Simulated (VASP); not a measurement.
Si4S: single point with PBE

Crystal: Si4S.

```xyz
5
Lattice="4.0334 0.0000 0.0000 -2.0167 3.4931 0.0000 0.0000 0.0000 6.6973" Properties=species:S:1:pos:R:3 pbc="T T T"
Si    0.0000    2.3287    4.7410
Si    2.0167    1.1644    4.7410
Si    2.0167    1.1644    1.9563
Si    0.0000    2.3287    1.9563
S     0.0000    0.0000    0.0000
```

| Property | Result |
| --- | --- |
| Program | VASP 6.6.1 |
| Task | single point |
| Functional | PBE |
| Potentials or basis | VASP PAW PBE potentials, release 64 (Si, S) |
| Cutoff | 520 eV |
| k mesh | 12 × 12 × 6 |
| Occupations | gaussian, width 0.1 eV |
| Spin | no spin polarisation |
| Dipole correction | no |
| Further INCAR settings | ALGO = Normal; EDIFF = 1e-07; NBANDS = 19 |

```
Pressure               : -0.1 GPa
Band gap on the k mesh : zero (band 11 reaches 7.68 eV, above the bottom of band 12 at 5.13 eV)
```

Stress tensor (GPa, compression positive):
```
-0.12  0.00  0.00
 0.00 -0.12  0.00
 0.00  0.00 -0.03
```

Levels at points of the mesh, in eV from the Fermi level:
```tsv
k point	band 7	band 8	band 9	band 10	band 11	band 12	band 13	band 14	band 15	band 16
(0.00, 0.00, 0.00)	-2.18	-2.18	-1.89	-1.44	-1.33	-1.33	1.47	2.53	2.53	2.61
(0.50, 0.00, 0.00)	-4.48	-2.61	-2.03	-1.25	-1.21	-0.32	1.21	2.35	2.55	5.88
(0.00, 0.00, 0.50)	-2.13	-2.13	-1.61	-1.61	-1.29	-0.09	0.55	0.70	1.49	1.49
(0.50, 0.00, 0.50)	-3.72	-3.27	-2.90	-2.32	-0.21	-0.03	0.44	1.59	3.62	4.25
```

Wall time 110 s on 1 thread of Intel(R) Xeon(R) Platinum 8259CL CPU @ 2.50GHz (Skylake/Cascade Lake) (shared host), peak memory 0.26 GiB.
